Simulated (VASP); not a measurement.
Here is a VASP 6.6.1 calculation.

INCAR

```
SYSTEM = Ca
PREC = Accurate
ENCUT = 500
EDIFF = 1E-6
ISMEAR = 1
SIGMA = 0.1
LREAL = .FALSE.
LASPH = .TRUE.
NELM = 120
ALGO = Normal
ISIF = 2
LWAVE = .FALSE.
LCHARG = .FALSE.
GGA = CA
NBANDS = 17
GGA_COMPAT = .FALSE.
```

File KPOINTS:

```
Automatic mesh
0
G
  5 5 3
  0 0 0
```

The input POSCAR:

```
Ca
1.0
    3.0410874706      0.0000000000      0.0000000000
   -1.5205437353      2.6336590047      0.0000000000
    0.0000000000      0.0000000000      5.0239967793
Ca
2
Direct
    0.3333333333      0.6666666667      0.2500000000
    0.6666666667      0.3333333333      0.7500000000
```

Potentials or basis: VASP PAW LDA potentials, release 64 (Ca_sv).

Command:

```bash
$ cat potpaw_LDA.64/Ca_sv/POTCAR > POTCAR
$ mpirun -np 1 vasp_std > vasp.out
```

Question: Estimate the band gap on the k mesh.

Answer: Zero (bands 10 and 11 overlap by 0.40 eV).

Question: Estimate the pressure.

Answer: 30.2 GPa.

Stress tensor (GPa, compression positive):
```
30.29  0.00  0.00
 0.00 30.29  0.00
 0.00  0.00 29.98
```

Caveat: the k points lie up to 0.48 Å⁻¹ apart.
